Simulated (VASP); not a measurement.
A run of VASP 6.6.1 is set up as follows.

File INCAR:

```
  PREC = Accurate
  ENCUT = 520
  EDIFF = 1E-6
  ISMEAR = -1
  SIGMA = 0.1
  LREAL = F
  LASPH = T
  NELM = 80
  ALGO = Normal
  ISIF = 2
  LWAVE = F
  LCHARG = T
  GGA = PE
  LELF = T
  LVHAR = T
  NBANDS = 14
```

KPOINTS

```
Automatic mesh
0
Gamma
  9 9 9
```

The input POSCAR:

```
ZrB
1.0
    0.0000000000      2.4070502190      2.4070502190
    2.4070502190      0.0000000000      2.4070502190
    2.4070502190      2.4070502190      0.0000000000
Zr B
1 1
Direct
    0.0000000000      0.0000000000      0.0000000000
    0.5000000000      0.5000000000      0.5000000000
```

Potentials or basis: VASP PAW PBE potentials, release 64 (Zr_sv, B).

Command:

```sh
$ cat potpaw_PBE.64/Zr_sv/POTCAR potpaw_PBE.64/B/POTCAR > POTCAR
$ mpirun -np 1 vasp_std > vasp.out
```

Task: Predict the pressure.

Result: 10.1 GPa.
